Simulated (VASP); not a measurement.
Set up this calculation in VASP 6.6.1, as the native input.

```
Task                   : single point
Functional             : PBE
Potentials or basis    : VASP PAW PBE potentials, release 64 (Si, O)
Cutoff                 : 600 eV
k mesh                 : 9 × 9 × 12, shifted
Occupations            : gaussian, width 0.05 eV
Spin                   : no spin polarisation
Dipole correction      : no
Further INCAR settings : ALGO = Normal; EDIFF = 1e-06; NBANDS = 25
```

The structure of SiO2 lies in POSCAR:

```
SiO2
1.0
    4.2361165246      0.0000000000      0.0000000000
    0.0000000000      4.2361165246      0.0000000000
    0.0000000000      0.0000000000      2.6904781099
Si O
2 4
Direct
    0.5000000000      0.5000000000      0.4907079712
    0.0000000000      0.0000000000     -0.0092920288
    0.6930152168      0.6930152168      0.0000000000
    0.1930152168      0.8069847832      0.5000000000
    0.3069847832      0.3069847832      0.0000000000
    0.8069847832      0.1930152168      0.5000000000
```

These files were run (other wordings do the same):

INCAR

```
SYSTEM = SiO2
PREC = Accurate
ENCUT = 600
EDIFF = 1E-6
ISMEAR = 0
SIGMA = 0.05
LREAL = .False.
LASPH = .True.
NELM = 120
ALGO = Normal
ISIF = 2
LWAVE = .False.
LCHARG = .True.
GGA = PE
LELF = .True.
LVHAR = .True.
NBANDS = 25
GGA_COMPAT = .False.
```

KPOINTS

```
Automatic mesh
0
Gamma
  9 9 12
  0.5 0.5 0.5
```

Potentials or basis: VASP PAW PBE potentials, release 64 (Si, O).

The run is started by

```bash
$ cat potpaw_PBE.64/Si/POTCAR potpaw_PBE.64/O/POTCAR > POTCAR
$ mpirun -np 1 vasp_std > vasp.out
```

Results of the run:

- Pressure: -0.1 GPa
- Largest force: 0.551 eV/Å
- Band gap on the k mesh: 5.29 eV

Caveat: a shifted mesh leaves out Γ, where band edges can lie.

Wall time 110 s on 1 thread of Intel Xeon 8259CL (shared host), peak memory 0.21 GiB.
